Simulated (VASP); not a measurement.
# TaN (P6_3mc) in VASP: further runs, part 2 of 2

VASP 6.6.1.

## (3) Single point, PBEsol (volume 12.260 Å^3 an atom, c/a of the conventional cell 1.9384)

Input file INCAR:

```
SYSTEM = TaN
PREC     = Accurate       ! precision mode
ENCUT    = 520            ! plane-wave cutoff, eV
EDIFF    = 1E-7           ! SCF threshold, eV
ISMEAR   = 0              ! smearing method
SIGMA    = 0.15           ! smearing width, eV
LREAL    = .FALSE.        ! projectors in reciprocal space
LASPH    = .TRUE.         ! aspherical terms in the spheres
NELM     = 60             ! most SCF steps
ALGO     = Normal         ! electronic algorithm
ISIF     = 2              ! what is computed and relaxed
LWAVE    = .FALSE.        ! write WAVECAR
LCHARG   = .FALSE.        ! write CHGCAR
GGA      = PS             ! functional
NBANDS   = 24             ! bands
```

Input file KPOINTS:

```
Automatic mesh
0
G
  18 18 8
  0 0 0
```

Input file POSCAR:

```
TaN
1.0
    3.0798262315      0.0000000000      0.0000000000
   -1.5399131158      2.6672077557      0.0000000000
    0.0000000000      0.0000000000      5.9699047573
Ta N
2 2
Direct
    0.3333333333      0.6666666667      0.0301041378
    0.6666666667      0.3333333333      0.5301041378
    0.3333333333      0.6666666667      0.3548958622
    0.6666666667      0.3333333333      0.8548958622
```

Potentials or basis: VASP PAW PBE potentials, release 64 (Ta_pv, N).

Launch:

```sh
$ cat potpaw_PBE.64/Ta_pv/POTCAR potpaw_PBE.64/N/POTCAR > POTCAR
$ mpirun -np 1 vasp_std > vasp.out
```

OUTCAR:

```text
SYSTEM = TaN
   PREC = Accurate
   ENCUT = 520
   EDIFF = 1E-7
   ISMEAR = 0
   LREAL = .FALSE.
   LASPH = .TRUE.
   NELM = 60
   ISIF = 2
   GGA = PS

 ion  position               nearest neighbor table
   1  0.333  0.667  0.030-   3 1.94   4 2.06   4 2.06   4 2.06   2 3.47   2 3.47   2 3.47   2 3.47
                             2 3.47   2 3.47
   2  0.667  0.333  0.530-   4 1.94   3 2.06   3 2.06   3 2.06   1 3.47   1 3.47   1 3.47   1 3.47
                             1 3.47   1 3.47
   3  0.333  0.667  0.355-   1 1.94   2 2.06   2 2.06   2 2.06
   4  0.667  0.333  0.855-   2 1.94   1 2.06   1 2.06   1 2.06

  LATTYP: Found a hexagonal cell.
 ALAT       =     3.0798262315
 C/A-ratio  =     1.9383901261

  Lattice vectors:

 A1 = (   3.0798262315,   0.0000000000,   0.0000000000)
 A2 = (  -1.5399131158,   2.6672077557,   0.0000000000)
 A3 = (   0.0000000000,   0.0000000000,   5.9699047573)

Analysis of symmetry for initial positions (statically):
=====================================================================
 Subroutine PRICEL returns:
 Original cell was already a primitive cell.

 Routine SETGRP: Setting up the symmetry group for a
 hexagonal supercell.

 Subroutine GETGRP returns: Found 12 space group operations
 (whereof  6 operations were pure point group operations)
 out of a pool of 24 trial point group operations.

The static configuration has the point symmetry C_3v.
 The point group associated with its full space group is C_6v.

Analysis of symmetry for dynamics (positions and initial velocities):
=====================================================================
 Subroutine PRICEL returns:
 Original cell was already a primitive cell.

 Routine SETGRP: Setting up the symmetry group for a
 hexagonal supercell.

 Subroutine GETGRP returns: Found 12 space group operations
 (whereof  6 operations were pure point group operations)
 out of a pool of 24 trial point group operations.

The dynamic configuration has the point symmetry C_3v.
 The point group associated with its full space group is C_6v.

 Subroutine INISYM returns: Found 12 space group operations
 (whereof  6 operations are pure point group operations),
 and found     1 'primitive' translations

----------------------------------------------------------------------------------------

                                     Primitive cell

  volume of cell :      49.0400

  direct lattice vectors                    reciprocal lattice vectors
     3.079826231  0.000000000  0.000000000     0.324693643  0.187461962  0.000000000
    -1.539913116  2.667207756  0.000000000     0.000000000  0.374923925  0.000000000
     0.000000000  0.000000000  5.969904757     0.000000000  0.000000000  0.167506860

  length of vectors
     3.079826231  3.079826232  5.969904757     0.374923925  0.374923925  0.167506860

  position of ions in fractional coordinates (direct lattice)
     0.333333333  0.666666667  0.030104138
     0.666666667  0.333333333  0.530104138
     0.333333333  0.666666667  0.354895862
     0.666666667  0.333333333  0.854895862

  ion indices of the primitive-cell ions
   primitive index   ion index
                 1           1
                 2           2
                 3           3
                 4           4

----------------------------------------------------------------------------------------

 KPOINTS: Automatic mesh

Automatic generation of k-mesh.
 Grid dimensions read from file:
 generate k-points for:   18   18    8

 Generating k-lattice:

  Cartesian coordinates                     Fractional coordinates (reciprocal lattice)
     0.018038536  0.010414553  0.000000000     0.055555556  0.000000000  0.000000000
     0.000000000  0.020829107  0.000000000     0.000000000  0.055555556  0.000000000
     0.000000000  0.000000000  0.020938357     0.000000000  0.000000000  0.125000000

  Length of vectors
     0.020829107  0.020829107  0.020938357

  Shift w.r.t. Gamma in fractional coordinates (k-lattice)
     0.000000000  0.000000000  0.000000000

 Subroutine IBZKPT returns following result:
 ===========================================

 Found    185 irreducible k-points:

 Following reciprocal coordinates:
            Coordinates               Weight
  0.000000  0.000000  0.000000      1.000000
  0.055556  0.000000  0.000000      6.000000
  0.111111  0.000000  0.000000      6.000000
  0.166667  0.000000  0.000000      6.000000
  0.222222 -0.000000  0.000000      6.000000
  0.277778  0.000000  0.000000      6.000000
[... 16 lines left out ...]
  0.333333  0.111111  0.000000     12.000000
  0.388889  0.111111  0.000000     12.000000
 [... further k-points ...]
   k-points           NKPTS =    185   k-points in BZ     NKDIM =    185   number of bands    NBANDS=     24
   number of dos      NEDOS =    301   number of ions     NIONS =      4
   total plane-waves  NPLWV =  27648
   dimension x,y,z NGX =    24 NGY =   24 NGZ =   48
   dimension x,y,z NGXF=    48 NGYF=   48 NGZF=   96
   ions per type =               2   2
   NGX,Y,Z   is equivalent  to a cutoff of  12.95, 12.95, 13.37 a.u.
   NGXF,Y,Z  is equivalent  to a cutoff of  25.91, 25.91, 26.73 a.u.
 SYSTEM =  TaN
   PREC   = accura    normal or accurate (medium, high low for compatibility)
   ISTART =      0    job   : 0-new  1-cont  2-samecut
   ICHARG =      2    charge: 1-file 2-atom 10-const
   ISPIN  =      1    spin polarized calculation?
   LNONCOLLINEAR =      F non collinear calculations
   LSORBIT =      F    spin-orbit coupling
   LASPH  =      T    aspherical Exc in radial PAW
   ENCUT  =  520.0 eV  38.22 Ry    6.18 a.u.   5.73  5.73 11.10*2*pi/ulx,y,z
   NELM   =     60;   NELMIN=  2; NELMDL= -5     # of ELM steps
   EDIFF  = 0.1E-06   stopping-criterion for ELM
   LREAL  =      F    real-space projection
   EDIFFG = 0.1E-05   stopping-criterion for IOM
   NSW    =      0    number of steps for IOM
   IBRION =     -1    ionic relax: 0-MD 1-quasi-New 2-CG
   NFREE  =      0    steps in history (QN), initial steepest desc. (CG)
   ISIF   =      2    stress and relaxation
   ISYM   =      2    0-nonsym 1-usesym 2-fastsym
   POTIM  = 0.5000    time-step for ionic-motion
   TEBEG  =    0.0;   TEEND  =   0.0 temperature during run
   PSTRESS=    0.0 pullay stress
   NELECT =      32.0000    total number of electrons
   NUPDOWN=      -1.0000    fix difference up-down
   EMIN   =  10.00;   EMAX   =-10.00  energy-range for DOS
   EFERMI =   0.00;   METHOD = LEGACY
   ISMEAR =     0;   SIGMA  =   0.15  broadening in eV -4-tet -1-fermi 0-gaus
   EFERMI_NEDOS =   21; number of points for ismear=-14 and -15
   IALGO  =     38    algorithm
   IMIX   =      4    mixing-type and parameters
     AMIX     =   0.40;   BMIX     =  1.00
     AMIX_MAG =   1.60;   BMIX_MAG =  1.00
  volume/ion in A,a.u.               =      12.26        82.73
  Fermi-wavevector in a.u.,A,eV,Ry     =   1.419955  2.683326 27.433060  2.016273
  Thomas-Fermi vector in A             =   2.540921
   LORBIT       =      0    0 simple, 1 ext, 2 COOP (PROOUT), +10 PAW based schemes
   GGA     = PS    functional components
   LHFCALC =     F    Hartree Fock is set to
   AEXX    =    0.0000 exact exchange contribution
   IVDW    =     0    specifies the selected vdW correction
   LEPSILON=     F    determine dielectric tensor
   LRPA    =     F    only Hartree local field effects (RPA)
 non-spin polarized calculation
 Gauss-broadening in eV      SIGMA  =   0.15
  energy-cutoff  :      520.00
  volume of cell :       49.04
 maximum number of plane-waves:      1338
 NGX is ok and might be reduce to    24
   NGX = 11   NGY = 11   NGZ = 23

 number of electron      32.0000003 magnetization

 Free energy of the ion-electron system (eV)
  ---------------------------------------------------
  ext. energy  EPLUGINS =         0.00000000
  ---------------------------------------------------
  free energy    TOTEN  =       -45.72457885 eV

  energy without entropy =      -45.71550338  energy(sigma->0) =      -45.72004111

 E-fermi :   6.9531     XC(G=0): -12.6196

 val. band max:        6.9514418647   @ k =   0.3333   0.3333   0.0000
 cond. band min:       6.9542150771   @ k =   0.0556   0.0556   0.3750
 fundamental gap:      0.0027732124
 Fermi energy:         6.9531262361

 k-point     1 :       0.0000    0.0000    0.0000
  band No.  band energies     occupation
      1     -28.6083      2.00000
      2     -28.1682      2.00000
      3     -27.8573      2.00000
      4     -27.8573      2.00000
      5     -27.8206      2.00000
      6     -27.8206      2.00000
[... 637 lines left out ...]
     23      12.6191      0.00000
     24      13.3531      0.00000

 [... further k-points ...]
[... 5 lines left out ...]
  --------------------------------------------------------------------------------------
  -------------------------------------------------------------------------------------
  Total        3.5196929      3.5196929      5.0823194     -0.0000000      0.0000000      0.0000000
  in kB      114.9912759    114.9912759    166.0435766     -0.0000000      0.0000000      0.0000000
  external PRESSURE =     132.0087095 kB  Pullay stress =       0.0000000 kB

 VOLUME and BASIS-vectors are now :
 -----------------------------------------------------------------------------
  energy-cutoff  :      520.00
  volume of cell :       49.04
      direct lattice vectors                 reciprocal lattice vectors
     3.079826231  0.000000000  0.000000000     0.324693643  0.187461962  0.000000000
    -1.539913116  2.667207756  0.000000000     0.000000000  0.374923925  0.000000000
     0.000000000  0.000000000  5.969904757     0.000000000  0.000000000  0.167506860

 POSITION                                       TOTAL-FORCE (eV/Angst)
 -----------------------------------------------------------------------------------
     -0.00000      1.77814      0.17972        -0.000000     -0.000000     -0.066688
      1.53991      0.88907      3.16467        -0.000000      0.000000     -0.066688
     -0.00000      1.77814      2.11869         0.000000     -0.000000      0.066688
      1.53991      0.88907      5.10365        -0.000000      0.000000      0.066688
 -----------------------------------------------------------------------------------
    total drift:                               -0.000000      0.000000     -0.000383

  FREE ENERGIE OF THE ION-ELECTRON SYSTEM (eV)
  ---------------------------------------------------
  free  energy   TOTEN  =       -45.7245788503 eV

  energy  without entropy=      -45.7155033780  energy(sigma->0) =      -45.72004111
```

Wall time 2.2 min (1 thread of Intel Xeon Platinum 8488C (Sapphire Rapids), shared host); peak memory 0.31 GiB.

Results:

```yaml
Free_energy: -45.7246 eV
Pressure: 13.2 GPa
Largest_force: 0.067 eV/Å
Band_gap_on_the_k_mesh: zero (band 16 reaches 7.26 eV, above the bottom of band 17 at 6.79 eV)
```

Forces on the atoms (eV/Å):
```
Ta   0.000  0.000 -0.067
Ta   0.000  0.000 -0.067
N    0.000  0.000  0.067
N    0.000  0.000  0.067
```

Stress tensor (GPa, compression positive):
```
11.50  0.00  0.00
 0.00 11.50  0.00
 0.00  0.00 16.60
```

Levels at points of the mesh, in eV from the Fermi level:
```tsv
k point	band 13	band 14	band 15	band 16	band 17	band 18	band 19	band 20
(0.00, 0.00, 0.00)	-4.79	-4.79	-0.73	-0.70	0.10	0.10	2.33	2.33
(0.50, 0.00, 0.00)	-4.88	-3.84	-2.51	-0.45	1.27	2.32	2.86	3.68
(0.00, 0.00, 0.50)	-5.30	-5.30	0.31	0.31	1.01	1.01	1.01	1.01
(0.50, 0.00, 0.50)	-5.05	-5.05	-0.96	-0.96	1.59	1.59	3.57	3.57
```

Caveat: the PAW data sets were made with another functional, which shifts forces and pressure a little; spin-orbit coupling is left out, which moves the levels of the heavy elements.
